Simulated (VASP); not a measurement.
# Al3B2Sb (P3m1) in VASP: a series of runs

The runs below take Al3B2Sb through single point, with PBE.

All numbers are computed with VASP 6.6.1; they aren't measurements. Logs are shortened: lines on timing, memory, paths and dates and some standing lists are left out, and cuts for length are marked.

### Step 1. The cell of the first run

It takes space group P3m1 (No. 156, trigonal). The conventional cell has a = 3.697 Å, b = 3.697 Å, c = 9.154 Å, α = 90.00°, β = 90.00°, γ = 120.00°. Al (site symmetry 3m) has 4 B at 2.13 to 2.30 Å within 2.8 Å. Al (site symmetry 3m) has 1 B at 2.10 Å and 3 Sb at 2.79 Å within 2.8 Å. Within 2.8 Å of Al (site symmetry 3m) lie 3 B at 2.14 Å. B (site symmetry 3m) has 4 Al at 2.14 to 2.30 Å within 2.8 Å. Within 2.8 Å of B (site symmetry 3m) lie 4 Al at 2.10 to 2.13 Å. Sb (site symmetry 3m) has 4 Al at 2.79 to 3.09 Å and 3 B at 3.68 Å and 6 Sb at 3.70 Å within 3.7 Å.

The cell was built from a structure type or drawn by symmetry, and may not be a known phase.

### Step 2. Single point, PBE

File INCAR:

```
PREC = Accurate ; ENCUT = 500
EDIFF = 1E-6 ; ISMEAR = 0
SIGMA = 0.2 ; LREAL = False
LASPH = True ; NELM = 120
ALGO = Normal ; ISIF = 2
LWAVE = False ; LCHARG = True
GGA = PE ; LELF = True
LVHAR = True ; NBANDS = 19
GGA_COMPAT = False
```

File KPOINTS:

```
Automatic mesh
0
Gamma
  5 5 2
```

File POSCAR:

```
Al3B2Sb
1.0
    3.6970955927      0.0000000000      0.0000000000
   -1.8485477963      3.2017787035      0.0000000000
    0.0000000000      0.0000000000      9.1538659461
Al B Sb
3 2 1
Direct
    0.0000000000      0.0000000000      0.2668205251
    0.6666666667      0.3333333333      0.4915334045
    0.3333333333      0.6666666667      1.0255174488
    0.0000000000      0.0000000000      1.0155177464
    0.6666666667      0.3333333333      0.2626029062
    0.3333333333      0.6666666667      0.6880079389
```

Potentials or basis: VASP PAW PBE potentials, release 64 (Al, B, Sb).

On the command line:

```console
$ cat potpaw_PBE.64/Al/POTCAR potpaw_PBE.64/B/POTCAR potpaw_PBE.64/Sb/POTCAR > POTCAR
$ mpirun -np 1 vasp_std > vasp.out
```

OUTCAR:

```text
PREC = Accurate
   ENCUT = 500
   EDIFF = 1E-6
   ISMEAR = 0
   LREAL = False
   LASPH = True
   NELM = 120
   ISIF = 2
   GGA = PE

 ion  position               nearest neighbor table
   1  0.000  0.000  0.267-   5 2.13   5 2.13   5 2.13   4 2.30   2 2.96   2 2.96   2 2.96   3 3.07
                             3 3.07   3 3.07
   2  0.667  0.333  0.492-   5 2.10   6 2.79   6 2.79   6 2.79   1 2.96   1 2.96   1 2.96
   3  0.333  0.667  0.026-   4 2.14   4 2.14   4 2.14   1 3.07   1 3.07   1 3.07   6 3.09
   4  0.000  0.000  0.016-   3 2.14   3 2.14   3 2.14   1 2.30
   5  0.667  0.333  0.263-   2 2.10   1 2.13   1 2.13   1 2.13
   6  0.333  0.667  0.688-   2 2.79   2 2.79   2 2.79   3 3.09

  LATTYP: Found a hexagonal cell.
 ALAT       =     3.6970955927
 C/A-ratio  =     2.4759613909

  Lattice vectors:

 A1 = (   3.6970955927,   0.0000000000,   0.0000000000)
 A2 = (  -1.8485477963,   3.2017787035,   0.0000000000)
 A3 = (   0.0000000000,   0.0000000000,   9.1538659461)

Analysis of symmetry for initial positions (statically):
=====================================================================
 Subroutine PRICEL returns:
 Original cell was already a primitive cell.

 Routine SETGRP: Setting up the symmetry group for a
 hexagonal supercell.

 Subroutine GETGRP returns: Found  6 space group operations
 (whereof  6 operations were pure point group operations)
 out of a pool of 24 trial point group operations.

The static configuration has the point symmetry C_3v.

Analysis of symmetry for dynamics (positions and initial velocities):
=====================================================================
 Subroutine PRICEL returns:
 Original cell was already a primitive cell.

 Routine SETGRP: Setting up the symmetry group for a
 hexagonal supercell.

 Subroutine GETGRP returns: Found  6 space group operations
 (whereof  6 operations were pure point group operations)
 out of a pool of 24 trial point group operations.

The dynamic configuration has the point symmetry C_3v.

 Subroutine INISYM returns: Found  6 space group operations
 (whereof  6 operations are pure point group operations),
 and found     1 'primitive' translations

----------------------------------------------------------------------------------------

                                     Primitive cell

  volume of cell :     108.3569

  direct lattice vectors                    reciprocal lattice vectors
[... 84 lines left out ...]
   IBRION =     -1    ionic relax: 0-MD 1-quasi-New 2-CG
   NFREE  =      0    steps in history (QN), initial steepest desc. (CG)
   ISIF   =      2    stress and relaxation
   ISYM   =      2    0-nonsym 1-usesym 2-fastsym
   POTIM  = 0.5000    time-step for ionic-motion
   TEBEG  =    0.0;   TEEND  =   0.0 temperature during run
   PSTRESS=    0.0 pullay stress
   NELECT =      20.0000    total number of electrons
   NUPDOWN=      -1.0000    fix difference up-down
   EMIN   =  10.00;   EMAX   =-10.00  energy-range for DOS
   EFERMI =   0.00;   METHOD = LEGACY
   ISMEAR =     0;   SIGMA  =   0.20  broadening in eV -4-tet -1-fermi 0-gaus
   EFERMI_NEDOS =   21; number of points for ismear=-14 and -15
   IALGO  =     38    algorithm
   IMIX   =      4    mixing-type and parameters
     AMIX     =   0.40;   BMIX     =  1.00
     AMIX_MAG =   1.60;   BMIX_MAG =  1.00
  volume/ion in A,a.u.               =      18.06       121.87
  Fermi-wavevector in a.u.,A,eV,Ry     =   0.932107  1.761428 11.821072  0.868824
  Thomas-Fermi vector in A             =   2.058671
   LORBIT       =      0    0 simple, 1 ext, 2 COOP (PROOUT), +10 PAW based schemes
   GGA     = PE    functional components
   LHFCALC =     F    Hartree Fock is set to
   AEXX    =    0.0000 exact exchange contribution
   IVDW    =     0    specifies the selected vdW correction
   LEPSILON=     F    determine dielectric tensor
   LRPA    =     F    only Hartree local field effects (RPA)
 non-spin polarized calculation
 Gauss-broadening in eV      SIGMA  =   0.20
  energy-cutoff  :      500.00
  volume of cell :      108.36
 maximum number of plane-waves:      2793
 NGX is ok and might be reduce to    28
   NGX = 13   NGY = 13   NGZ = 33

 number of electron      20.0000000 magnetization

 Free energy of the ion-electron system (eV)
  ---------------------------------------------------
  ext. energy  EPLUGINS =         0.00000000
  ---------------------------------------------------
  free energy    TOTEN  =       -25.40637312 eV

  energy without entropy =      -25.36008211  energy(sigma->0) =      -25.38322761

 E-fermi :   5.4554     XC(G=0):  -9.6234

 val. band max:        5.4045006429   @ k =   0.2000   0.2000   0.5000
 cond. band min:       5.4863962467   @ k =   0.4000   0.0000   0.0000
 fundamental gap:      0.0818956038
 Fermi energy:         5.4554442192

 k-point     1 :       0.0000    0.0000    0.0000
  band No.  band energies     occupation
      1      -5.7119      2.00000
      2      -4.6275      2.00000
      3      -2.9358      2.00000
      4       1.5797      2.00000
      5       1.8093      2.00000
      6       5.2635      1.82532
[... 197 lines left out ...]
      6       1.4055      2.00000
[... 11 lines left out ...]
     18      11.8703      0.00000
     19      12.3027      0.00000

------------------------ aborting loop because EDIFF is reached ----------------------------------------

  FORCE on cell =-STRESS in cart. coord.  units (eV):
  Direction    XX          YY          ZZ          XY          YZ          ZX
  --------------------------------------------------------------------------------------
  -------------------------------------------------------------------------------------
  Total        0.1166377      0.1166377      0.0954135      0.0000000      0.0000000      0.0000000
  in kB        1.7246184      1.7246184      1.4107944      0.0000000      0.0000000      0.0000000
  external PRESSURE =       1.6200104 kB  Pullay stress =       0.0000000 kB

 VOLUME and BASIS-vectors are now :
 -----------------------------------------------------------------------------
  energy-cutoff  :      500.00
  volume of cell :      108.36
      direct lattice vectors                 reciprocal lattice vectors
     3.697095593  0.000000000  0.000000000     0.270482592  0.156163197  0.000000000
    -1.848547796  3.201778704  0.000000000     0.000000000  0.312326395  0.000000000
     0.000000000  0.000000000  9.153865946     0.000000000  0.000000000  0.109243461

 POSITION                                       TOTAL-FORCE (eV/Angst)
 -----------------------------------------------------------------------------------
      0.00000      0.00000      2.44244        -0.000000     -0.000000      0.032764
      1.84855      1.06726      4.49943        -0.000000     -0.000000     -0.020601
     -0.00000      2.13452      0.23358         0.000000     -0.000000     -0.007432
      0.00000      0.00000      0.14205         0.000000     -0.000000      0.000703
      1.84855      1.06726      2.40383        -0.000000      0.000000     -0.022559
     -0.00000      2.13452      6.29793        -0.000000      0.000000      0.017125
 -----------------------------------------------------------------------------------
    total drift:                               -0.000000      0.000000     -0.000186

  FREE ENERGIE OF THE ION-ELECTRON SYSTEM (eV)
  ---------------------------------------------------
  free  energy   TOTEN  =       -25.4063731172 eV

  energy  without entropy=      -25.3600821123  energy(sigma->0) =      -25.38322761
```

Run time: 31 s. Hardware: 1 thread of Intel Xeon Platinum 8488C (Sapphire Rapids), shared host; peak memory 0.23 GiB.

Results:

| Property | Result |
| --- | --- |
| Free energy | -25.4064 eV |
| Pressure | 0.2 GPa |
| Largest force | 0.033 eV/Å |
| Band gap on the k mesh | zero (bands 10 and 11 overlap by 3.06 eV) |

Forces in eV/Å, atoms in the order of the input:
```
Al   0.000  0.000  0.033
Al   0.000  0.000 -0.021
Al   0.000  0.000 -0.007
B    0.000  0.000  0.001
B    0.000  0.000 -0.023
Sb   0.000  0.000  0.017
```

Levels at points of the mesh, in eV from the Fermi level:
| k point | band 5 | band 6 | band 7 | band 8 | band 9 | band 10 | band 11 | band 12 | band 13 | band 14 |
| --- | --- | --- | --- | --- | --- | --- | --- | --- | --- | --- |
| (0.00, 0.00, 0.00) | -3.65 | -0.19 | -0.19 | 0.60 | 0.60 | 2.01 | 2.21 | 2.21 | 3.36 | 4.86 |
| (0.00, 0.00, 0.50) | -1.17 | -0.20 | -0.20 | 0.09 | 0.63 | 0.63 | 2.15 | 2.15 | 4.23 | 4.68 |

Caveat: the k points lie up to 0.39 Å⁻¹ apart, too coarse for converged energies and pressures of a metal; spin-orbit coupling is left out, which moves the levels of the heavy elements.

### Step 3. Single point, PBE

This run uses another cell than the first one, of 18.22 Å³/atom.

File INCAR:

```
SYSTEM = Al3B2Sb
  PREC = Accurate
  ENCUT = 500
  EDIFF = 1E-6
  ISMEAR = 0
  SIGMA = 0.2
  LREAL = .False.
  LASPH = .True.
  NELM = 120
  ALGO = Normal
  ISIF = 2
  LWAVE = .False.
  LCHARG = .True.
  GGA = PE
  LELF = .True.
  LVHAR = .True.
  NBANDS = 19
  GGA_COMPAT = .False.
```

File KPOINTS:

```
regular mesh
0
Gamma
  5 5 2
  0 0 0
```

File POSCAR:

```
Al3B2Sb
1.0
    3.6795479814     -0.0000000030      0.0000000000
   -1.8397739881      3.1865820278      0.0000000000
    0.0000000000      0.0000000000      9.3258632618
Al B Sb
3 2 1
Direct
    0.6666666667      0.3333333333      0.7027138001
    0.3333333333      0.6666666667     -0.0265833764
    0.6666666667      0.3333333333      0.1593001224
    0.3333333333      0.6666666667      0.7519307472
    0.6666666667      0.3333333333      0.4537951803
    0.0000000000      0.0000000000      0.3830941363
```

Potentials or basis: VASP PAW PBE potentials, release 64 (Al, B, Sb).

On the command line:

```console
$ cat potpaw_PBE.64/Al/POTCAR potpaw_PBE.64/B/POTCAR potpaw_PBE.64/Sb/POTCAR > POTCAR
$ mpirun -np 1 vasp_std > vasp.out
```

Wall time 31 s (1 thread of Intel Xeon Platinum 8488C (Sapphire Rapids), shared host); peak memory 0.23 GiB.

Results (log left out):

```yaml
Free_energy: -25.1296 eV
Pressure: 0.1 GPa
Largest_force: 0.093 eV/Å
Band_gap_on_the_k_mesh: zero (bands 10 and 11 overlap by 2.02 eV)
```

Forces on the atoms (eV/Å):
```
Al   0.000  0.000  0.051
Al   0.000  0.000 -0.048
Al   0.000  0.000 -0.080
B    0.000  0.000 -0.005
B    0.000  0.000  0.093
Sb   0.000  0.000 -0.010
```

Stress tensor (GPa, compression positive):
```
 0.32  0.00  0.00
 0.00  0.32  0.00
 0.00  0.00 -0.19
```

Levels at points of the mesh, in eV from the Fermi level:
```csv
k point,band 8,band 9,band 10,band 11,band 12,band 13
"(0.00, 0.00, 0.00)",0.97,0.97,1.47,1.80,3.52,3.52
"(0.00, 0.00, 0.50)",-0.31,0.97,0.97,1.48,3.44,3.44
```

Caveat: the k points lie up to 0.39 Å⁻¹ apart, too coarse for converged energies and pressures of a metal; spin-orbit coupling is left out, which moves the levels of the heavy elements.

### Step 4. Single point, PBE

This run uses another cell than the first one, of 17.94 Å³/atom.

File INCAR:

```
ALGO = Normal
EDIFF = 1E-6
ENCUT = 500
GGA = PE
GGA_COMPAT = False
ISIF = 2
ISMEAR = 0
LASPH = True
LCHARG = False
LREAL = False
LWAVE = False
NBANDS = 19
NELM = 120
PREC = Accurate
SIGMA = 0.2
```

File KPOINTS:

```
k-points
0
Gamma
  5 5 2
```

File POSCAR:

```
Al3B2Sb
1.0
    3.6962800107      0.0000000000      0.0000000000
   -1.8481400054      3.2010723888      0.0000000000
    0.0000000000      0.0000000000      9.0984170906
Al B Sb
3 2 1
Direct
    0.6666666667      0.3333333333      0.3158767978
    0.3333333333      0.6666666667      0.0890790202
    0.0000000000      0.0000000000      0.5620986310
    0.3333333333      0.6666666667      0.3189752475
    0.6666666667      0.3333333333      0.5703855890
    0.0000000000      0.0000000000      0.8935847145
```

On the command line:

```console
$ cat potpaw_PBE.64/Al/POTCAR potpaw_PBE.64/B/POTCAR potpaw_PBE.64/Sb/POTCAR > POTCAR
$ mpirun -np 1 vasp_std > vasp.out
```

Run time: 25 s. Hardware: 1 thread of Intel Xeon Platinum 8488C (Sapphire Rapids), shared host; peak memory 0.22 GiB.

It converged, with:

| Item | Value |
| --- | --- |
| Free energy | -25.4020 eV |
| Pressure | 0.5 GPa |
| Largest force | 0.104 eV/Å |
| Band gap on the k mesh | zero (bands 10 and 11 overlap by 3.15 eV) |

Forces in eV/Å, atoms in the order of the input:
```
Al   0.000  0.000  0.031
Al   0.000  0.000  0.104
Al   0.000  0.000 -0.060
B    0.000  0.000  0.031
B    0.000  0.000 -0.045
Sb   0.000  0.000 -0.061
```

Levels at points of the mesh, in eV from the Fermi level:
```
           k point  band 5  band 6  band 7  band 8  band 9  band 10  band 11  band 12  band 13  band 14
(0.00, 0.00, 0.00)   -3.67   -0.15   -0.15    0.61    0.61     2.09     2.14     2.14     3.40     4.84
(0.00, 0.00, 0.50)   -1.10   -0.16   -0.16    0.10    0.64     0.64     2.08     2.08     4.28     4.75
```

Caveat: the k points lie up to 0.39 Å⁻¹ apart, too coarse for converged energies and pressures of a metal; spin-orbit coupling is left out, which moves the levels of the heavy elements.

### Step 5. Overview

```tsv
cell	gap on the mesh (eV)	pressure (GPa)	largest force (eV/Å)
a = 3.697, b = 3.697, c = 9.154 Å, angles 90.0, 90.0, 120.0°, 6 atoms, atomic positions A	none	0.2	0.03
a = 3.680, b = 3.680, c = 9.326 Å, angles 90.0, 90.0, 120.0°, 6 atoms, atomic positions B	none	0.1	0.09
a = 3.696, b = 3.696, c = 9.098 Å, angles 90.0, 90.0, 120.0°, 6 atoms, atomic positions C	none	0.5	0.10
```

Alike in all rows: task single point; level PBE; potentials or basis VASP PAW PBE potentials, release 64 (Al, B, Sb); no spin polarisation; k mesh 5 × 5 × 2; cutoff (eV) 500; smearing gaussian 0.2 eV.

Caveats: all runs use coarse meshes; spin-orbit coupling is left out, which moves the levels of the heavy elements.

Total energies depend on the potentials used, so only differences within one code and one set of settings carry meaning.
